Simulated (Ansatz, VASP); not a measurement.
Two plane-wave programs on BAs

```xyz
2
Lattice="0.0000 2.3661 2.3661 2.3661 0.0000 2.3661 2.3661 2.3661 0.0000" Properties=species:S:1:pos:R:3 pbc="T T T"
B     0.0000    0.0000    0.0000
As    1.1830    1.1830    1.1830
```

Alike in both runs: functional LDA; k mesh 8 × 8 × 8; no spin polarisation.

Ansatz relaxed the structure, and its values are those at the end. VASP's run is a single point on that final structure, the one shown.

|  | VASP | Ansatz |
| --- | --- | --- |
| version | VASP 6.6.1 | Ansatz 0.2.0 |
| potentials or method | VASP PAW LDA potentials, release 64 (B, As_d), cutoff 560 eV | plane waves, PAW |
| occupations | gaussian, width 0.01 eV | fixed |
| valence electrons in the cell | 18 | 18 |

Ansatz gave:

```
pressure (GPa) : 0.0
```

Q: Estimate VASP's values.

A: Pressure (GPa): 1.0.

LDA's correlation is that of Perdew and Zunger in VASP and of Perdew and Wang (1992) in Ansatz.
